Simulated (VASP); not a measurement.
Runs of VASP 6.6.1 on W. The structure is that of space group Im-3m (No. 229), or close to it. The cells are those of the table. 

```tsv
task	cell	k mesh	cutoff (eV)	gap on the mesh (eV)	pressure (GPa)	relaxed volume (Å³/atom)
relaxation of cell and atoms	relaxed from a = 2.754 Å, angles 109.5°, 1 atom	16 × 16 × 16	600	none	0.0	16.15
single point	a = 2.757 Å, angles 109.5°, 1 atom	32 × 32 × 32	520	none	(a)	-
single point	a = 2.758 Å, angles 109.5°, 1 atom	12 × 12 × 12	520	none	0.5	-
relaxation of cell and atoms	relaxed from a = 2.754 Å, angles 109.5°, 1 atom	12 × 12 × 12	600	none	0.0	16.18
single point	a = 2.756 Å, angles 109.5°, 1 atom	16 × 16 × 16	520	none	0.5	-
```

Alike in all rows: level PBE; potentials or basis VASP PAW PBE potentials, release 64 (W_sv); no spin polarisation; smearing gaussian 0.1 eV.

**Question.** Fill in the values left out.

**Answer.** (a) 0.4.

Caveats: spin-orbit coupling is left out, which moves the levels of the heavy elements.

A k mesh can miss the band edges, and the runs leave out spin-orbit coupling on W.

A gap of «none» marks levels without a gap at the run's occupations.
